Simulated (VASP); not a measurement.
## Al3B2N: single point with PBE

Al3B2N:

```
Al B N
1.0
     2.72825    1.57515    2.49312
    -2.72825    1.57515    2.49312
     0.00000   -3.15031    2.49312
Al B N
3 2 1
Direct
  0.00000 0.50000 0.00000
  0.50000 0.00000 0.00000
  0.00000 0.00000 0.50000
  0.60928 0.60928 0.60928
  0.39072 0.39072 0.39072
  0.00000 0.00000 0.00000
```

The cell was built from a structure type or drawn by symmetry, and may not be a known phase.

```yaml
Program: VASP 6.6.1
Task: single point
Functional: PBE
Potentials_or_basis: VASP PAW PBE potentials, release 64 (Al, B, N)
Cutoff: 520 eV
k_mesh: 12 × 12 × 12
Occupations: gaussian, width 0.1 eV
Spin: no spin polarisation
Dipole_correction: no
Further_INCAR_settings: ALGO = Normal; EDIFF = 1e-07; NBANDS = 19
```

The pressure is -0.1 GPa, the largest force is 0.010 eV/Å and the band gap on the k mesh is zero (bands 10 and 11 overlap by 2.37 eV).

Forces on the atoms (eV/Å):
```
Al   0.000  0.000  0.000
Al   0.000  0.000  0.000
Al   0.000  0.000  0.000
B    0.000  0.000  0.010
B    0.000  0.000 -0.010
N    0.000  0.000  0.000
```

Stress tensor (GPa, compression positive):
```
-0.13  0.00  0.00
 0.00 -0.13  0.00
 0.00  0.00 -0.02
```

Levels at points of the mesh, in eV from the Fermi level:
| k point | band 7 | band 8 | band 9 | band 10 | band 11 | band 12 | band 13 | band 14 |
| --- | --- | --- | --- | --- | --- | --- | --- | --- |
| (0.00, 0.00, 0.00) | -3.03 | -3.03 | -3.01 | -1.22 | -1.22 | 3.59 | 3.62 | 3.62 |
| (0.50, 0.00, 0.00) | -3.59 | -2.32 | -2.04 | -1.55 | -0.09 | 1.31 | 3.80 | 3.88 |
| (0.50, 0.50, 0.00) | -3.91 | -3.03 | -2.13 | -1.56 | 0.31 | 1.16 | 3.37 | 4.56 |
| (0.50, 0.50, 0.50) | -5.82 | -5.82 | -1.74 | 1.15 | 1.15 | 4.19 | 4.71 | 7.11 |

It took 6.7 min on 1 thread of Intel Xeon 8259CL, with other jobs on the host, peak memory 0.32 GiB.
